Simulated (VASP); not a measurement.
# Ag (Fm-3m) in VASP: further runs

Ag is run at these levels: r2SCAN, PBE, PBE+D4+U, HF; tasks: single point.

Program: VASP 6.6.1. These are calculated values, not measurements. Logs are shortened: lines on timing, memory, paths and dates and some standing lists are left out, and cuts for length are marked.

## Step 1: The cell of the first run

Symmetry: Fm-3m, No. 225, cubic system. The conventional cell has a = 4.166 Å, b = 4.166 Å, c = 4.166 Å, α = 90.00°, β = 90.00°, γ = 90.00°. Ag (site symmetry m-3m) has 12 Ag at 2.95 Å within 3.9 Å.

## Step 2: Single point, r2SCAN

POSCAR reads:

```
Ag
1.0
    0.0000000000      2.0828140930      2.0828140930
    2.0828140930      0.0000000000      2.0828140930
    2.0828140930      2.0828140930      0.0000000000
Ag
1
Direct
    0.0000000000      0.0000000000      0.0000000000
```

INCAR.step1 reads:

```
SYSTEM = Ag
PREC = Accurate
ENCUT = 520
ISMEAR = -1
SIGMA = 0.05
LREAL = .FALSE.
LASPH = .TRUE.
NELM = 100
NBANDS = 12
GGA = PE
ALGO = Normal
EDIFF = 1E-4
LWAVE = .TRUE.
LCHARG = .FALSE.
```

INCAR.step2 reads:

```
SYSTEM = Ag
PREC = Accurate
ENCUT = 520
EDIFF = 1E-7
ISMEAR = -1
SIGMA = 0.05
LREAL = .FALSE.
LASPH = .TRUE.
NELM = 100
ALGO = Normal
ISIF = 2
LWAVE = .FALSE.
LCHARG = .FALSE.
METAGGA = R2SCAN
LMIXTAU = .TRUE.
NBANDS = 12
ISTART = 1
```

KPOINTS reads:

```
regular mesh
0
G
  11 11 11
  0 0 0
```

Potentials or basis: VASP PAW PBE potentials, release 64 (Ag).

The run is started by

```bash
$ cat potpaw_PBE.64/Ag/POTCAR > POTCAR
$ cp INCAR.step1 INCAR
$ mpirun -np 1 vasp_std > vasp.out
$ cp INCAR.step2 INCAR
$ mpirun -np 1 vasp_std > vasp.out
```

OUTCAR:

```text
SYSTEM = Ag
   PREC = Accurate
   ENCUT = 520
   EDIFF = 1E-7
   ISMEAR = -1
   LREAL = .FALSE.
   LASPH = .TRUE.
   NELM = 100
   ISIF = 2
   METAGGA = R2SCAN
   ISTART = 1

 ion  position               nearest neighbor table
   1  0.000  0.000  0.000-

  LATTYP: Found a face centered cubic cell.
 ALAT       =     4.1656281860

  Lattice vectors:

 A1 = (   0.0000000000,   2.0828140930,   2.0828140930)
 A2 = (   2.0828140930,   0.0000000000,   2.0828140930)
 A3 = (   2.0828140930,   2.0828140930,   0.0000000000)

Analysis of symmetry for initial positions (statically):
=====================================================================
 Subroutine PRICEL returns:
 Original cell was already a primitive cell.

 Routine SETGRP: Setting up the symmetry group for a
 face centered cubic supercell.

 Subroutine GETGRP returns: Found 48 space group operations
 (whereof 48 operations were pure point group operations)
 out of a pool of 48 trial point group operations.

The static configuration has the point symmetry O_h .

Analysis of symmetry for dynamics (positions and initial velocities):
=====================================================================
 Subroutine PRICEL returns:
 Original cell was already a primitive cell.

 Routine SETGRP: Setting up the symmetry group for a
 face centered cubic supercell.

 Subroutine GETGRP returns: Found 48 space group operations
 (whereof 48 operations were pure point group operations)
 out of a pool of 48 trial point group operations.

The dynamic configuration has the point symmetry O_h .

 Subroutine INISYM returns: Found 48 space group operations
 (whereof 48 operations are pure point group operations),
 and found     1 'primitive' translations

----------------------------------------------------------------------------------------

                                     Primitive cell

  volume of cell :      18.0710

  direct lattice vectors                    reciprocal lattice vectors
     0.000000000  2.082814093  2.082814093    -0.240059831  0.240059831  0.240059831
     2.082814093  0.000000000  2.082814093     0.240059831 -0.240059831  0.240059831
     2.082814093  2.082814093  0.000000000     0.240059831  0.240059831 -0.240059831

  length of vectors
     2.945543938  2.945543938  2.945543938     0.415795825  0.415795825  0.415795825

  position of ions in fractional coordinates (direct lattice)
     0.000000000  0.000000000  0.000000000

  ion indices of the primitive-cell ions
   primitive index   ion index
                 1           1

----------------------------------------------------------------------------------------

 KPOINTS: regular mesh

Automatic generation of k-mesh.
 Grid dimensions read from file:
 generate k-points for:   11   11   11

 Generating k-lattice:

  Cartesian coordinates                     Fractional coordinates (reciprocal lattice)
    -0.021823621  0.021823621  0.021823621     0.090909091  0.000000000  0.000000000
     0.021823621 -0.021823621  0.021823621     0.000000000  0.090909091  0.000000000
     0.021823621  0.021823621 -0.021823621     0.000000000  0.000000000  0.090909091

  Length of vectors
     0.037799620  0.037799620  0.037799620

  Shift w.r.t. Gamma in fractional coordinates (k-lattice)
     0.000000000  0.000000000  0.000000000

 Subroutine IBZKPT returns following result:
 ===========================================

 Found     56 irreducible k-points:

 Following reciprocal coordinates:
            Coordinates               Weight
  0.000000  0.000000  0.000000      1.000000
  0.090909  0.000000  0.000000      8.000000
  0.181818  0.000000  0.000000      8.000000
  0.272727  0.000000  0.000000      8.000000
  0.363636  0.000000  0.000000      8.000000
  0.454545  0.000000  0.000000      8.000000
[... 16 lines left out ...]
 -0.272727  0.181818  0.000000     24.000000
 -0.181818  0.181818  0.000000     12.000000
 [... further k-points ...]
   k-points           NKPTS =     56   k-points in BZ     NKDIM =     56   number of bands    NBANDS=     12
   number of dos      NEDOS =    301   number of ions     NIONS =      1
   total plane-waves  NPLWV =  13824
   dimension x,y,z NGX =    24 NGY =   24 NGZ =   24
   dimension x,y,z NGXF=    48 NGYF=   48 NGZF=   48
   ions per type =               1
   NGX,Y,Z   is equivalent  to a cutoff of  13.55, 13.55, 13.55 a.u.
   NGXF,Y,Z  is equivalent  to a cutoff of  27.09, 27.09, 27.09 a.u.
 SYSTEM =  Ag
   PREC   = accura    normal or accurate (medium, high low for compatibility)
   ISTART =      1    job   : 0-new  1-cont  2-samecut
   ICHARG =      0    charge: 1-file 2-atom 10-const
   ISPIN  =      1    spin polarized calculation?
   LNONCOLLINEAR =      F non collinear calculations
   LSORBIT =      F    spin-orbit coupling
   LASPH  =      T    aspherical Exc in radial PAW
   ENCUT  =  520.0 eV  38.22 Ry    6.18 a.u.   5.48  5.48  5.48*2*pi/ulx,y,z
   NELM   =    100;   NELMIN=  2; NELMDL=  0     # of ELM steps
   EDIFF  = 0.1E-06   stopping-criterion for ELM
   LREAL  =      F    real-space projection
   EDIFFG = 0.1E-05   stopping-criterion for IOM
   NSW    =      0    number of steps for IOM
   IBRION =     -1    ionic relax: 0-MD 1-quasi-New 2-CG
   NFREE  =      0    steps in history (QN), initial steepest desc. (CG)
   ISIF   =      2    stress and relaxation
   ISYM   =      2    0-nonsym 1-usesym 2-fastsym
   POTIM  = 0.5000    time-step for ionic-motion
   TEBEG  =    0.0;   TEEND  =   0.0 temperature during run
   PSTRESS=    0.0 pullay stress
   NELECT =      11.0000    total number of electrons
   NUPDOWN=      -1.0000    fix difference up-down
   EMIN   =  10.00;   EMAX   =-10.00  energy-range for DOS
   EFERMI =   0.00;   METHOD = LEGACY
   ISMEAR =    -1;   SIGMA  =   0.05  broadening in eV -4-tet -1-fermi 0-gaus
   EFERMI_NEDOS =   21; number of points for ismear=-14 and -15
   IALGO  =     38    algorithm
   IMIX   =      4    mixing-type and parameters
     AMIX     =   0.40;   BMIX     =  1.00
     AMIX_MAG =   1.60;   BMIX_MAG =  1.00
  volume/ion in A,a.u.               =      18.07       121.95
  Fermi-wavevector in a.u.,A,eV,Ry     =   1.387433  2.621867 26.190795  1.924969
  Thomas-Fermi vector in A             =   2.511654
   LORBIT       =      0    0 simple, 1 ext, 2 COOP (PROOUT), +10 PAW based schemes
   METAGGA = R2SCAN    functional components
   LHFCALC =     F    Hartree Fock is set to
   AEXX    =    0.0000 exact exchange contribution
   IVDW    =     0    specifies the selected vdW correction
   LEPSILON=     F    determine dielectric tensor
   LRPA    =     F    only Hartree local field effects (RPA)
 non-spin polarized calculation
  energy-cutoff  :      520.00
  volume of cell :       18.07
 maximum number of plane-waves:       531
 NGX is ok and might be reduce to    24
   NGX = 11   NGY = 11   NGZ = 11

 number of electron      11.0000000 magnetization

 Free energy of the ion-electron system (eV)
  ---------------------------------------------------
  ext. energy  EPLUGINS =         0.00000000
  ---------------------------------------------------
  free energy    TOTEN  =       -21.34964893 eV

  energy without entropy =      -21.34569256  energy(sigma->0) =      -21.34767075

 E-fermi :   7.9562     XC(G=0): -12.5692

 val. band max:        7.9362594185   @ k =  -0.2727   0.2727   0.0000
 cond. band min:       8.0052612131   @ k =  -0.4545   0.0909   0.0000
 fundamental gap:      0.0690017946
 Fermi energy:         7.9562361254

 k-point     1 :       0.0000    0.0000    0.0000
  band No.  band energies     occupation
      1       0.1284      2.00000
      2       2.7175      2.00000
      3       2.7175      2.00000
      4       2.7175      2.00000
      5       3.6574      2.00000
      6       3.6574      2.00000
      7      24.1456      0.00000
      8      27.5125      0.00000
      9      27.5126      0.00000
     10      27.5126      0.00000
     11      32.3483      0.00000
     12      33.0262      0.00000

 k-point     2 :       0.0909    0.0000    0.0000
  band No.  band energies     occupation
      1       0.3795      2.00000
      2       2.6699      2.00000
      3       2.7811      2.00000
      4       2.7811      2.00000
      5       3.6363      2.00000
      6       3.6363      2.00000
      7      23.9963      0.00000
      8      25.7051      0.00000
      9      27.5484      0.00000
     10      27.5484      0.00000
     11      31.7823      0.00000
     12      32.8264      0.00000

 k-point     3 :       0.1818    0.0000    0.0000
  band No.  band energies     occupation
      1       1.0172      2.00000
      2       2.6696      2.00000
      3       2.8942      2.00000
      4       2.8942      2.00000
      5       3.6483      2.00000
      6       3.6483      2.00000
      7      21.4219      0.00000
      8      24.9525      0.00000
      9      27.5176      0.00000
     10      27.5176      0.00000
     11      30.6976      0.00000
     12      31.9566      0.00000
[... 286 lines left out ...]
 k-point    23 :      -0.2727    0.1818    0.0000
  band No.  band energies     occupation
      1       1.9979      2.00000
      2       2.5683      2.00000
      3       3.0524      2.00000
      4       3.1635      2.00000
      5       3.6879      2.00000
      6       6.1735      2.00000
      7      16.2459      0.00000
      8      19.4569      0.00000
      9      25.2863      0.00000
     10      26.4716      0.00000
     11      30.1292      0.00000
     12      32.4545      0.00000

 k-point    24 :      -0.1818    0.1818    0.0000
  band No.  band energies     occupation
      1       2.0344      2.00000
      2       2.3608      2.00000
      3       2.9528      2.00000
      4       3.2857      2.00000
      5       3.3075      2.00000
      6       4.8371      2.00000
      7      19.5975      0.00000
      8      19.9188      0.00000
      9      26.5633      0.00000
     10      28.4366      0.00000
     11      28.7115      0.00000
     12      32.2080      0.00000

 [... further k-points ...]
[... 5 lines left out ...]
  --------------------------------------------------------------------------------------
  -------------------------------------------------------------------------------------
  Total       -0.4558233     -0.4558233     -0.4558233      0.0000000      0.0000000     -0.0000000
  in kB      -40.4134203    -40.4134203    -40.4134203      0.0000000      0.0000000     -0.0000000
  external PRESSURE =     -40.4134203 kB  Pullay stress =       0.0000000 kB

 VOLUME and BASIS-vectors are now :
 -----------------------------------------------------------------------------
  energy-cutoff  :      520.00
  volume of cell :       18.07
      direct lattice vectors                 reciprocal lattice vectors
     0.000000000  2.082814093  2.082814093    -0.240059831  0.240059831  0.240059831
     2.082814093  0.000000000  2.082814093     0.240059831 -0.240059831  0.240059831
     2.082814093  2.082814093  0.000000000     0.240059831  0.240059831 -0.240059831

 POSITION                                       TOTAL-FORCE (eV/Angst)
 -----------------------------------------------------------------------------------
      0.00000      0.00000      0.00000        -0.000000     -0.000000      0.000000
 -----------------------------------------------------------------------------------
    total drift:                                0.000000      0.000000     -0.000000

  FREE ENERGIE OF THE ION-ELECTRON SYSTEM (eV)
  ---------------------------------------------------
  free  energy   TOTEN  =       -21.3496489301 eV

  energy  without entropy=      -21.3456925602  energy(sigma->0) =      -21.34767075
```

It took 37 s on 1 thread of Intel Xeon 6975P-C, shared host; peak memory 0.15 GiB.

What came out:

| Property | Result |
| --- | --- |
| Free energy | -21.3496 eV |
| Pressure | -4.0 GPa |

Caveat: the PAW data sets were made with another functional, which shifts forces and pressure a little.

## Step 3: Single point, PBE

This run uses another cell than the first one, of 17.05 Å³/atom, 0.943 times its volume.

INCAR reads:

```
PREC = Accurate
ENCUT = 520
EDIFF = 1E-7
ISMEAR = -1
SIGMA = 0.03
LREAL = F
LASPH = T
NELM = 100
ALGO = Normal
ISIF = 2
LWAVE = F
LCHARG = T
GGA = PE
LELF = T
LVHAR = T
NBANDS = 12
```

KPOINTS reads:

```
regular mesh
0
Gamma
  6 6 6
```

POSCAR reads:

```
Ag
1.0
    0.0000000000      2.0427500000      2.0427500000
    2.0427500000      0.0000000000      2.0427500000
    2.0427500000      2.0427500000      0.0000000000
Ag
1
Direct
    0.0000000000      0.0000000000      0.0000000000
```

Potentials or basis: VASP PAW PBE potentials, release 64 (Ag).

The run is started by

```bash
$ cat potpaw_PBE.64/Ag/POTCAR > POTCAR
$ mpirun -np 1 vasp_std > vasp.out
```

Run time: 12 s. Hardware: 1 thread of AMD EPYC 7R13, shared host; peak memory 0.11 GiB.

The run converged. Its results:

| Item | Value |
| --- | --- |
| Free energy | -2.6377 eV |
| Pressure | 5.3 GPa |

Levels at points of the mesh, in eV from the Fermi level:
```csv
k point,band 2,band 3,band 4,band 5,band 6,band 7,band 8,band 9,band 10,band 11
"(0.00, 0.00, 0.00)",-4.63,-4.63,-4.63,-3.59,-3.59,16.21,19.78,19.78,19.78,24.59
"(0.50, 0.00, 0.00)",-4.65,-4.65,-2.80,-2.80,-0.22,3.78,15.44,18.06,18.06,23.04
"(0.50, 0.50, 0.00)",-6.12,-2.83,-2.59,-2.59,1.79,6.92,10.85,10.85,17.36,17.43
```

Caveat: the k points lie up to 0.44 Å⁻¹ apart.

## Step 4: Single point, PBE+D4+U

This run uses another cell than the first one, of 17.05 Å³/atom, 0.943 times its volume.

INCAR reads:

```
ALGO = Normal
EDIFF = 1E-6
ENCUT = 520
GGA = PE
ISIF = 2
ISMEAR = -5
IVDW = 13
LASPH = True
LCHARG = False
LDAU = True
LDAUJ = 0
LDAUL = 2
LDAUPRINT = 1
LDAUTYPE = 2
LDAUU = 2
LMAXMIX = 4
LREAL = False
LWAVE = False
NBANDS = 12
NELM = 150
PREC = Accurate
SIGMA = 0.05
```

KPOINTS reads:

```
k-points
0
Gamma
  11 11 11
```

POSCAR is that of step 3.

The run is started by

```bash
$ cat potpaw_PBE.64/Ag/POTCAR > POTCAR
$ mpirun -np 1 vasp_std > vasp.out
```

It took 20 s on 1 thread of AMD EPYC 7R13, shared host; peak memory 0.11 GiB.

Results (log left out):

```
Free energy                : -2.5729 eV
Pressure                   : -1.0 GPa
Dispersion energy per atom : -0.568 eV
```

Levels at points of the mesh, in eV from the Fermi level:
| k point | band 2 | band 3 | band 4 | band 5 | band 6 | band 7 | band 8 | band 9 | band 10 | band 11 |
| --- | --- | --- | --- | --- | --- | --- | --- | --- | --- | --- |
| (0.00, 0.00, 0.00) | -5.41 | -5.41 | -5.41 | -4.40 | -4.40 | 16.11 | 19.69 | 19.69 | 19.69 | 24.46 |

Eigenvalues of the final occupation matrices:
```
    site  spin  trace               eigenvalues
site 1 d     1   4.64  0.93 0.93 0.93 0.93 0.93
site 1 d     2   4.64  0.93 0.93 0.93 0.93 0.93
```

Caveat: U without spin polarisation on a metal has little footing; pairwise dispersion overbinds metals, which lowers pressure and volume; the U is typed as a test and isn't derived for this compound; tetrahedron occupations give inexact forces and stress in metals.

(Part 1 of 2 ends here.)
